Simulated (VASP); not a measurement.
# Cu: single point with BLYP

The system is Cu, a slab with vacuum.

```
Cu
1.0
     2.50366    0.00000    0.00000
    -1.25183    2.16823    0.00000
     0.00000    0.00000   24.57559
Cu
6
Direct
  0.00000 0.00000 0.37376
  0.00000 0.00000 0.62624
  0.66667 0.33333 0.28961
  0.33333 0.66667 0.71039
  0.33333 0.66667 0.45799
  0.66667 0.33333 0.54201
```

```json
{"Program": "VASP 6.6.1", "Task": "single point", "Functional": "BLYP", "Potentials or basis": "VASP PAW PBE potentials, release 64 (Cu)", "Cutoff": "600 eV", "k mesh": "12 × 12 × 1", "Occupations": "fermi-dirac, width 0.1 eV", "Spin": "no spin polarisation"}
```

```json
{
 "Largest force": "0.545 eV/Å",
 "Band gap on the k mesh": "zero (bands 33 and 34 overlap by 5.41 eV)"
}
```

Forces on the atoms (eV/Å):
```
Cu   0.000  0.000 -0.004
Cu   0.000  0.000  0.004
Cu   0.000  0.000 -0.545
Cu   0.000  0.000  0.545
Cu   0.000  0.000 -0.029
Cu   0.000  0.000  0.029
```

Levels at points of the mesh, in eV from the Fermi level:
| k point | band 29 | band 30 | band 31 | band 32 | band 33 | band 34 | band 35 | band 36 | band 37 | band 38 |
| --- | --- | --- | --- | --- | --- | --- | --- | --- | --- | --- |
| (0.00, 0.00, 0.00) | -2.28 | -2.06 | -2.06 | -1.87 | -1.87 | -1.81 | -1.81 | -1.04 | -0.52 | 4.20 |
| (0.50, 0.00, 0.00) | -1.52 | -1.52 | -0.48 | 0.29 | 0.89 | 1.26 | 1.51 | 1.58 | 4.24 | 4.89 |

Wall time 3.1 min on 1 thread of Intel(R) Xeon(R) Platinum 8559C (Emerald Rapids), on a shared host, peak memory 0.3 GiB.

Caveat: the PAW data sets were made with another functional, which shifts forces and pressure a little.
